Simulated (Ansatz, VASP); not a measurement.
One calculation of BeS, two programs

The input INCAR:

```
SYSTEM = BeS
  PREC = Accurate
  ENCUT = 600
  EDIFF = 1E-7
  ISMEAR = 0
  SIGMA = 0.15
  LREAL = .FALSE.
  LASPH = .TRUE.
  NELM = 120
  ALGO = Normal
  ISIF = 3
  LWAVE = .FALSE.
  LCHARG = .FALSE.
  GGA = PE
  IBRION = 2
  NSW = 36
  EDIFFG = -0.08
  GGA_COMPAT = .FALSE.
  NELMIN = 4
```

File KPOINTS:

```
regular mesh
0
G
  5 5 5
  0 0 0
```

POSCAR

```
BeS
1.0
    3.0667859200      0.0000000000      0.0000000000
    0.0000000000      3.0667859200      0.0000000000
    0.0000000000      0.0000000000      3.0667859200
Be S
1 1
Direct
    0.0000000000      0.0000000000      0.0000000000
    0.5000000000      0.5000000000      0.5000000000
```

Input for Ansatz:

```yaml
crystal:
  lattice:
    - [3.06678592, 0.0, 0.0]
    - [0.0, 3.06678592, 0.0]
    - [0.0, 0.0, 3.06678592]
  atoms:
    - { symbol: Be, position: [0.0, 0.0, 0.0] }
    - { symbol: S, position: [0.5, 0.5, 0.5] }
basis:
  ecutwfc: 420
kpoints:
  mp_grid: { grid: [5, 5, 5] }
hamiltonian:
  xc: pbe
scf:
  occupations: { method: gaussian, width: 0.15 }
  lower_state_search: "off"
output:
  forces: true
  stress: true
  eigenvalues: true
relax:
  adjacent_minimum: "off"
  f_tol: 0.08
  max_steps: 16
  cell: { stress_tol: 0.8 }
```

Change from the starting cell: species swapped into the CsBr type (Pm-3m, No. 221).

Alike in both runs: task relaxation of cell and atoms; functional PBE; k mesh 5 × 5 × 5; occupations gaussian, width 0.15 eV; no spin polarisation.

|  | VASP | Ansatz |
| --- | --- | --- |
| version | VASP 6.6.1 | Ansatz 0.2.0 |
| potentials or method | VASP PAW PBE potentials, release 64 (Be, S), cutoff 600 eV | scalar-relativistic, plane waves, PAW |
| valence electrons in the cell | 8 | 8 |

|  | VASP | Ansatz | Ansatz less VASP |
| --- | --- | --- | --- |
| gap on the k mesh at the Fermi level, each at its own relaxed structure (eV) | none | none | - |
| relaxed volume (Å³/atom) | 12.16 | 12.07 | -0.096 |
| relaxed cell length with the largest relative difference (Å) | 2.897 | 2.890 | -0.0077 |

A gap of «none» marks a metal or a gap that the smearing closes.

The k mesh is coarse, so the values compare programs but aren't converged. Noted on VASP's run: the volume moved by over 15 % at a fixed basis, so the end points are rough.
